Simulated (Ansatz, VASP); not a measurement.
## HfO2: VASP beside Ansatz

The input INCAR:

```
ALGO     = Normal         # electronic algorithm
EDIFF    = 1E-6           # SCF threshold, eV
ENCUT    = 520            # plane-wave cutoff, eV
GGA      = RE             # functional
ISIF     = 2              # what is computed and relaxed
ISMEAR   = -1             # smearing method
LASPH    = True           # aspherical terms in the spheres
LCHARG   = False          # write CHGCAR
LREAL    = False          # projectors in reciprocal space
LWAVE    = False          # write WAVECAR
NBANDS   = 56             # bands
NELM     = 80             # most SCF steps
PREC     = Accurate       # precision mode
SIGMA    = 0.05           # smearing width, eV
```

Contents of KPOINTS:

```
k-points
0
Gamma
  5 6 5
```

File POSCAR:

```
HfO2
1.0
    5.3218317680      0.0000000000      0.0000000000
    0.0000000000      5.1029212315      0.0000000000
    0.0000000000      0.0000000000      5.1313902082
Hf O
4 8
Direct
    0.9669940000      0.7325208200      0.7414403500
    0.5330060000      0.7325208200      0.2414403500
    0.4669940000      0.2674791800      0.7414403500
    0.0330060000      0.2674791800      0.2414403500
    0.6321274500      0.9286454000      0.8792672600
    0.8678725500      0.9286454000      0.3792672600
    0.2339485200      0.5398830500      0.4922923900
    0.2660514800      0.5398830500      0.9922923900
    0.7660514800      0.4601169500      0.9922923900
    0.7339485200      0.4601169500      0.4922923900
    0.1321274500      0.0713546000      0.8792672600
    0.3678725500      0.0713546000      0.3792672600
```

Contents of input.yaml:

```yaml
crystal:
  lattice:
    - [5.321831768, 0.0, 0.0]
    - [0.0, 5.1029212315, 0.0]
    - [0.0, 0.0, 5.1313902082]
  atoms:
    - { symbol: Hf, position: [0.966994, 0.73252082, 0.74144035] }
    - { symbol: Hf, position: [0.533006, 0.73252082, 0.24144035] }
    - { symbol: Hf, position: [0.466994, 0.26747918, 0.74144035] }
    - { symbol: Hf, position: [0.033006, 0.26747918, 0.24144035] }
    - { symbol: O, position: [0.63212745, 0.9286454, 0.87926726] }
    - { symbol: O, position: [0.86787255, 0.9286454, 0.37926726] }
    - { symbol: O, position: [0.23394852, 0.53988305, 0.49229239] }
    - { symbol: O, position: [0.26605148, 0.53988305, 0.99229239] }
    - { symbol: O, position: [0.76605148, 0.46011695, 0.99229239] }
    - { symbol: O, position: [0.73394852, 0.46011695, 0.49229239] }
    - { symbol: O, position: [0.13212745, 0.0713546, 0.87926726] }
    - { symbol: O, position: [0.36787255, 0.0713546, 0.37926726] }
hamiltonian:
  xc: revpbe
  pseudopotentials: { kind: paw }
kpoints:
  mp_grid: { grid: [5, 6, 5] }
scf:
  occupations: { method: fermi_dirac, width: 0.05 }
output:
  forces: true
  stress: true
  eigenvalues: true
  write_density: true
  write_potential: true
  elf: true
  volumetric_format: npy
```

Alike in both runs: task single point; functional revPBE; k mesh 5 × 6 × 5; occupations fermi-dirac, width 0.05 eV; no spin polarisation.

```csv
,VASP,Ansatz
version,VASP 6.6.1,Ansatz 0.2.0
potentials or method,"VASP PAW PBE potentials, release 64 (Hf_pv, O)",Ansatz PAW
plane-wave cutoff (eV),520,420
valence electrons in the cell,88,152
```

|  | VASP | Ansatz | Ansatz less VASP |
| --- | --- | --- | --- |
| gap on the k mesh at the Fermi level (eV) | 4.29 | 4.34 | +0.052 |
| least direct gap on the mesh (eV) | 4.49 | 4.53 | +0.047 |
| pressure (GPa) | -4.4 | -1.3 | +3.11 |
| traceless stress, the component that is largest in VASP (GPa) | -0.43 | -0.40 | +0.027 |
| rms of the force components (eV/Å) | 0.079 | 0.063 | -0.0161 |

VASP's potentials were made for PBE, not for revPBE. Atom by atom the forces differ by 0.025 eV/Å (rms over components). VASP's potentials hold 88 valence electrons a cell and Ansatz's 152, so a difference there can come from the potentials and not from the codes.

Spin-orbit coupling is off throughout. Noted on Ansatz's run: odd divisions of the mesh miss points on the zone boundary, where band edges often lie, so the gap on the mesh can be too wide.
